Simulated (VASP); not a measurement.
# Mg (Fm-3m) in VASP: further runs

Mg is run at these levels: PBEsol; tasks: single point.

All numbers are computed with VASP 6.6.1; they aren't measurements. Logs are shortened: lines on timing, memory, paths and dates and some standing lists are left out, and cuts for length are marked.

**1. The cell of the first run**

Symmetry: Fm-3m, No. 225, cubic system. The conventional cell has a = 3.726 Å, b = 3.726 Å, c = 3.726 Å, α = 90.00°, β = 90.00°, γ = 90.00°. Within 3.5 Å of Mg (site symmetry m-3m) lie 12 Mg at 2.63 Å.

This isn't the form of Mg at room conditions, which is hcp.

**2. Single point, PBEsol**

The input, INCAR:

```
PREC = Accurate ; ENCUT = 520
EDIFF = 1E-7 ; ISMEAR = 0
SIGMA = 0.1 ; LREAL = False
LASPH = True ; NELM = 100
ALGO = Normal ; ISIF = 2
LWAVE = False ; LCHARG = False
GGA = PS ; NBANDS = 7
```

The input, KPOINTS:

```
Automatic mesh
0
Gamma
  8 8 8
```

The input, POSCAR:

```
Mg
1.0
    0.0000000000      1.8629570272      1.8629570272
    1.8629570272      0.0000000000      1.8629570272
    1.8629570272      1.8629570272      0.0000000000
Mg
1
Direct
    0.0000000000      0.0000000000      0.0000000000
```

Potentials or basis: VASP PAW PBE potentials, release 64 (Mg).

Command:

```bash
$ cat potpaw_PBE.64/Mg/POTCAR > POTCAR
$ mpirun -np 1 vasp_std > vasp.out
```

OUTCAR:

```text
PREC = Accurate
   ENCUT = 520
   EDIFF = 1E-7
   ISMEAR = 0
   LREAL = False
   LASPH = True
   NELM = 100
   ISIF = 2
   GGA = PS

 ion  position               nearest neighbor table
   1  0.000  0.000  0.000-

  LATTYP: Found a face centered cubic cell.
 ALAT       =     3.7259140544

  Lattice vectors:

 A1 = (   0.0000000000,   1.8629570272,   1.8629570272)
 A2 = (   1.8629570272,   0.0000000000,   1.8629570272)
 A3 = (   1.8629570272,   1.8629570272,   0.0000000000)

Analysis of symmetry for initial positions (statically):
=====================================================================
 Subroutine PRICEL returns:
 Original cell was already a primitive cell.

 Routine SETGRP: Setting up the symmetry group for a
 face centered cubic supercell.

 Subroutine GETGRP returns: Found 48 space group operations
 (whereof 48 operations were pure point group operations)
 out of a pool of 48 trial point group operations.

The static configuration has the point symmetry O_h .

Analysis of symmetry for dynamics (positions and initial velocities):
=====================================================================
 Subroutine PRICEL returns:
 Original cell was already a primitive cell.

 Routine SETGRP: Setting up the symmetry group for a
 face centered cubic supercell.

 Subroutine GETGRP returns: Found 48 space group operations
 (whereof 48 operations were pure point group operations)
 out of a pool of 48 trial point group operations.

The dynamic configuration has the point symmetry O_h .

 Subroutine INISYM returns: Found 48 space group operations
 (whereof 48 operations are pure point group operations),
 and found     1 'primitive' translations

----------------------------------------------------------------------------------------

                                     Primitive cell

  volume of cell :      12.9312

  direct lattice vectors                    reciprocal lattice vectors
     0.000000000  1.862957027  1.862957027    -0.268390517  0.268390517  0.268390517
     1.862957027  0.000000000  1.862957027     0.268390517 -0.268390517  0.268390517
     1.862957027  1.862957027  0.000000000     0.268390517  0.268390517 -0.268390517

  length of vectors
     2.634619094  2.634619094  2.634619094     0.464866012  0.464866012  0.464866012

  position of ions in fractional coordinates (direct lattice)
     0.000000000  0.000000000  0.000000000

  ion indices of the primitive-cell ions
   primitive index   ion index
                 1           1

----------------------------------------------------------------------------------------

 KPOINTS: Automatic mesh

Automatic generation of k-mesh.
 Grid dimensions read from file:
 generate k-points for:    8    8    8

 Generating k-lattice:

  Cartesian coordinates                     Fractional coordinates (reciprocal lattice)
    -0.033548815  0.033548815  0.033548815     0.125000000  0.000000000  0.000000000
     0.033548815 -0.033548815  0.033548815     0.000000000  0.125000000  0.000000000
     0.033548815  0.033548815 -0.033548815     0.000000000  0.000000000  0.125000000

  Length of vectors
     0.058108252  0.058108252  0.058108252

  Shift w.r.t. Gamma in fractional coordinates (k-lattice)
     0.000000000  0.000000000  0.000000000

 Subroutine IBZKPT returns following result:
 ===========================================

 Found     29 irreducible k-points:

 Following reciprocal coordinates:
            Coordinates               Weight
  0.000000  0.000000  0.000000      1.000000
  0.125000  0.000000  0.000000      8.000000
  0.250000  0.000000  0.000000      8.000000
  0.375000  0.000000  0.000000      8.000000
  0.500000  0.000000  0.000000      4.000000
  0.125000  0.125000  0.000000      6.000000
[... 16 lines left out ...]
  0.500000  0.250000  0.125000     48.000000
 -0.375000  0.250000  0.125000     24.000000
 [... further k-points ...]
   k-points           NKPTS =     29   k-points in BZ     NKDIM =     29   number of bands    NBANDS=      7
   number of dos      NEDOS =    301   number of ions     NIONS =      1
   total plane-waves  NPLWV =   8000
   dimension x,y,z NGX =    20 NGY =   20 NGZ =   20
   dimension x,y,z NGXF=    40 NGYF=   40 NGZF=   40
   ions per type =               1
   NGX,Y,Z   is equivalent  to a cutoff of  12.62, 12.62, 12.62 a.u.
   NGXF,Y,Z  is equivalent  to a cutoff of  25.24, 25.24, 25.24 a.u.
 SYSTEM =  unknown system
   PREC   = accura    normal or accurate (medium, high low for compatibility)
   ISTART =      0    job   : 0-new  1-cont  2-samecut
   ICHARG =      2    charge: 1-file 2-atom 10-const
   ISPIN  =      1    spin polarized calculation?
   LNONCOLLINEAR =      F non collinear calculations
   LSORBIT =      F    spin-orbit coupling
   LASPH  =      T    aspherical Exc in radial PAW
   ENCUT  =  520.0 eV  38.22 Ry    6.18 a.u.   4.90  4.90  4.90*2*pi/ulx,y,z
   NELM   =    100;   NELMIN=  2; NELMDL= -5     # of ELM steps
   EDIFF  = 0.1E-06   stopping-criterion for ELM
   LREAL  =      F    real-space projection
   EDIFFG = 0.1E-05   stopping-criterion for IOM
   NSW    =      0    number of steps for IOM
   IBRION =     -1    ionic relax: 0-MD 1-quasi-New 2-CG
   NFREE  =      0    steps in history (QN), initial steepest desc. (CG)
   ISIF   =      2    stress and relaxation
   ISYM   =      2    0-nonsym 1-usesym 2-fastsym
   POTIM  = 0.5000    time-step for ionic-motion
   TEBEG  =    0.0;   TEEND  =   0.0 temperature during run
   PSTRESS=    0.0 pullay stress
   NELECT =       2.0000    total number of electrons
   NUPDOWN=      -1.0000    fix difference up-down
   EMIN   =  10.00;   EMAX   =-10.00  energy-range for DOS
   EFERMI =   0.00;   METHOD = LEGACY
   ISMEAR =     0;   SIGMA  =   0.10  broadening in eV -4-tet -1-fermi 0-gaus
   EFERMI_NEDOS =   21; number of points for ismear=-14 and -15
   IALGO  =     38    algorithm
   IMIX   =      4    mixing-type and parameters
     AMIX     =   0.40;   BMIX     =  1.00
     AMIX_MAG =   1.60;   BMIX_MAG =  1.00
  volume/ion in A,a.u.               =      12.93        87.26
  Fermi-wavevector in a.u.,A,eV,Ry     =   0.878763  1.660622 10.506762  0.772225
  Thomas-Fermi vector in A             =   1.998895
   LORBIT       =      0    0 simple, 1 ext, 2 COOP (PROOUT), +10 PAW based schemes
   GGA     = PS    functional components
   LHFCALC =     F    Hartree Fock is set to
   AEXX    =    0.0000 exact exchange contribution
   IVDW    =     0    specifies the selected vdW correction
   LEPSILON=     F    determine dielectric tensor
   LRPA    =     F    only Hartree local field effects (RPA)
 non-spin polarized calculation
 Gauss-broadening in eV      SIGMA  =   0.10
  energy-cutoff  :      520.00
  volume of cell :       12.93
 maximum number of plane-waves:       360
   NGX =  9   NGY =  9   NGZ =  9

 number of electron       2.0000000 magnetization

 Free energy of the ion-electron system (eV)
  ---------------------------------------------------
  ext. energy  EPLUGINS =         0.00000000
  ---------------------------------------------------
  free energy    TOTEN  =        -0.52877669 eV

  energy without entropy =       -0.52381066  energy(sigma->0) =       -0.52629367

 E-fermi :   6.2982     XC(G=0): -10.5590

 val. band max:        6.2614748358   @ k =   0.5000   0.1250   0.0000
 cond. band min:       6.3172813842   @ k =  -0.3750   0.2500   0.1250
 fundamental gap:      0.0558065484
 Fermi energy:         6.2981548634

 k-point     1 :       0.0000    0.0000    0.0000
  band No.  band energies     occupation
      1      -3.3526      2.00000
      2      22.7665      0.00000
      3      22.7665      0.00000
      4      22.7665      0.00000
      5      26.0239      0.00000
      6      28.4947      0.00000
      7      28.4947      0.00000

 k-point     2 :       0.1250    0.0000    0.0000
  band No.  band energies     occupation
      1      -2.8407      2.00000
      2      18.4838      0.00000
      3      22.4655      0.00000
      4      22.4655      0.00000
      5      26.5267      0.00000
      6      28.4376      0.00000
      7      28.4376      0.00000

 k-point     3 :       0.2500    0.0000    0.0000
  band No.  band energies     occupation
      1      -1.3347      2.00000
      2      13.2141      0.00000
      3      21.8550      0.00000
      4      21.8550      0.00000
      5      25.2339      0.00000
      6      27.1361      0.00000
      7      27.1361      0.00000

 k-point     4 :       0.3750    0.0000    0.0000
  band No.  band energies     occupation
      1       1.0777      2.00000
      2       8.5212      0.00000
      3      21.3189      0.00000
      4      21.3189      0.00000
      5      24.5504      0.00000
      6      26.0264      0.00000
      7      26.0264      0.00000

 k-point     5 :       0.5000    0.0000    0.0000
  band No.  band energies     occupation
      1       3.7331      2.00000
      2       5.1110      2.00000
      3      21.1063      0.00000
      4      21.1063      0.00000
      5      24.3983      0.00000
      6      25.6544      0.00000
      7      25.6544      0.00000

 k-point     6 :       0.1250    0.1250    0.0000
  band No.  band energies     occupation
      1      -2.6712      2.00000
      2      19.4204      0.00000
      3      21.0372      0.00000
      4      21.0372      0.00000
      5      24.1777      0.00000
      6      29.3913      0.00000
      7      30.7163      0.00000

 k-point     7 :       0.2500    0.1250    0.0000
  band No.  band energies     occupation
      1      -1.4998      2.00000
      2      15.1093      0.00000
      3      20.0950      0.00000
      4      20.1789      0.00000
      5      22.9991      0.00000
      6      28.8402      0.00000
      7      30.5846      0.00000

 k-point     8 :       0.3750    0.1250    0.0000
  band No.  band energies     occupation
      1       0.6064      2.00000
      2      10.3382      0.00000
      3      18.5937      0.00000
      4      19.7119      0.00000
      5      23.0507      0.00000
      6      29.1198      0.00000
      7      29.3847      0.00000

 k-point     9 :       0.5000    0.1250    0.0000
  band No.  band energies     occupation
      1       3.4521      2.00000
      2       6.2615      1.39605
      3      17.4468      0.00000
      4      19.9550      0.00000
      5      23.3447      0.00000
      6      27.6758      0.00000
      7      28.9071      0.00000

 k-point    10 :      -0.3750    0.1250    0.0000
  band No.  band energies     occupation
      1       2.4568      2.00000
      2       7.5009      0.00000
      3      16.9033      0.00000
      4      20.9115      0.00000
      5      24.3700      0.00000
      6      26.6275      0.00000
      7      28.4820      0.00000

 k-point    11 :      -0.2500    0.1250    0.0000
  band No.  band energies     occupation
      1      -0.1933      2.00000
      2      11.8292      0.00000
      3      17.1227      0.00000
      4      22.6490      0.00000
      5      25.6500      0.00000
      6      25.9660      0.00000
      7      28.6502      0.00000
[... 51 lines left out ...]
 k-point    17 :      -0.2500    0.2500    0.0000
  band No.  band energies     occupation
      1       1.8554      2.00000
      2      10.5093      0.00000
      3      12.9867      0.00000
      4      20.7494      0.00000
      5      23.7258      0.00000
      6      28.0484      0.00000
      7      31.8452      0.00000

 k-point    18 :       0.3750    0.3750    0.0000
  band No.  band energies     occupation
      1       2.4856      2.00000
      2      11.8155      0.00000
      3      14.1559      0.00000
      4      17.5753      0.00000
      5      17.5753      0.00000
      6      24.4055      0.00000
      7      37.0104      0.00000

 k-point    19 :       0.5000    0.3750    0.0000
  band No.  band energies     occupation
      1       4.7183      2.00000
      2       9.3190      0.00000
      3      11.8597      0.00000
      4      17.4662      0.00000
      5      18.3361      0.00000
      6      25.5310      0.00000
      7      36.6116      0.00000

 k-point    20 :      -0.3750    0.3750    0.0000
  band No.  band energies     occupation
      1       7.0620      0.00000
      2       7.2482      0.00000
      3       9.7869      0.00000
      4      18.0187      0.00000
      5      19.6938      0.00000
      6      29.4029      0.00000
      7      34.4894      0.00000

 k-point    21 :       0.5000    0.5000    0.0000
  band No.  band energies     occupation
      1       6.1909      1.87064
      2       7.2242      0.00000
      3      13.4878      0.00000
      4      17.1415      0.00000
      5      17.1415      0.00000
      6      23.6096      0.00000
      7      39.3835      0.00000

 k-point    22 :       0.3750    0.2500    0.1250
  band No.  band energies     occupation
      1      -0.0317      2.00000
      2      13.2658      0.00000
      3      15.6651      0.00000
      4      19.9949      0.00000
      5      22.9487      0.00000
      6      28.7364      0.00000
      7      29.4785      0.00000

 k-point    23 :       0.5000    0.2500    0.1250
  band No.  band energies     occupation
      1       2.3164      2.00000
      2       9.5118      0.00000
      3      14.2948      0.00000
      4      18.2731      0.00000
      5      24.4824      0.00000
      6      27.3828      0.00000
      7      30.9287      0.00000

 k-point    24 :      -0.3750    0.2500    0.1250
  band No.  band energies     occupation
      1       4.8468      2.00000
      2       6.3173      0.78678
      3      14.1117      0.00000
      4      17.5875      0.00000
      5      25.3886      0.00000
      6      26.0883      0.00000
      7      34.0187      0.00000

 [... further k-points ...]
[... 5 lines left out ...]
  --------------------------------------------------------------------------------------
  -------------------------------------------------------------------------------------
  Total        4.9775492      4.9775492      4.9775492     -0.0000000     -0.0000000     -0.0000000
  in kB      616.7194411    616.7194411    616.7194411     -0.0000000     -0.0000000     -0.0000000
  external PRESSURE =     616.7194411 kB  Pullay stress =       0.0000000 kB

 VOLUME and BASIS-vectors are now :
 -----------------------------------------------------------------------------
  energy-cutoff  :      520.00
  volume of cell :       12.93
      direct lattice vectors                 reciprocal lattice vectors
     0.000000000  1.862957027  1.862957027    -0.268390517  0.268390517  0.268390517
     1.862957027  0.000000000  1.862957027     0.268390517 -0.268390517  0.268390517
     1.862957027  1.862957027  0.000000000     0.268390517  0.268390517 -0.268390517

 POSITION                                       TOTAL-FORCE (eV/Angst)
 -----------------------------------------------------------------------------------
      0.00000      0.00000      0.00000         0.000000      0.000000     -0.000000
 -----------------------------------------------------------------------------------
    total drift:                                0.000000      0.000000     -0.000000

  FREE ENERGIE OF THE ION-ELECTRON SYSTEM (eV)
  ---------------------------------------------------
  free  energy   TOTEN  =        -0.5287766875 eV

  energy  without entropy=       -0.5238106601  energy(sigma->0) =       -0.52629367
```

Wall time 3.9 s (1 thread of Intel Xeon Platinum 8559C (Emerald Rapids), shared host); peak memory 0.11 GiB.

What came out:

```
Free energy            : -0.5288 eV
Pressure               : 61.7 GPa
Band gap on the k mesh : zero (bands 1 and 2 overlap by 3.10 eV)
```

Caveat: the k points lie up to 0.37 Å⁻¹ apart, too coarse for converged energies and pressures of a metal; the PAW data sets were made with another functional, which shifts forces and pressure a little.

**3. Single point, PBEsol**

This run uses another cell than the first one, of 22.40 Å³/atom.

The input, INCAR:

```
SYSTEM = Mg
  PREC = Accurate
  ENCUT = 520
  EDIFF = 1E-6
  ISMEAR = 0
  SIGMA = 0.1
  LREAL = .False.
  LASPH = .True.
  NELM = 100
  ALGO = Normal
  ISIF = 2
  LWAVE = .False.
  LCHARG = .False.
  GGA = PS
  NBANDS = 7
```

The input, KPOINTS:

```
regular mesh
0
Gamma
  10 10 10
  0 0 0
```

The input, POSCAR:

```
Mg
1.0
    0.0000000000      2.2375235059      2.2375235059
    2.2375235059      0.0000000000      2.2375235059
    2.2375235059      2.2375235059      0.0000000000
Mg
1
Direct
    0.0000000000      0.0000000000      0.0000000000
```

Potentials or basis: VASP PAW PBE potentials, release 64 (Mg).

Command:

```bash
$ cat potpaw_PBE.64/Mg/POTCAR > POTCAR
$ mpirun -np 1 vasp_std > vasp.out
```

It took 5.1 s on 1 thread of Intel Xeon Platinum 8559C (Emerald Rapids), shared host; peak memory 0.13 GiB.

The run converged. Its results:

* Free energy: -1.7122 eV
* Pressure: 0.4 GPa
* Band gap on the k mesh: zero (bands 1 and 2 overlap by 2.13 eV)

Levels at points of the mesh, in eV from the Fermi level:
```tsv
k point	band 1	band 2	band 3	band 4	band 5	band 6
(0.00, 0.00, 0.00)	-7.10	12.42	12.42	12.42	14.49	14.49
(0.50, 0.00, 0.00)	-1.82	-1.36	11.31	11.31	12.25	12.25
(0.50, 0.50, 0.00)	-0.30	0.74	6.06	6.99	6.99	9.95
```

Caveat: the PAW data sets were made with another functional, which shifts forces and pressure a little.

The gap in the log of VASP goes by the Fermi energy; the results here count the filled bands.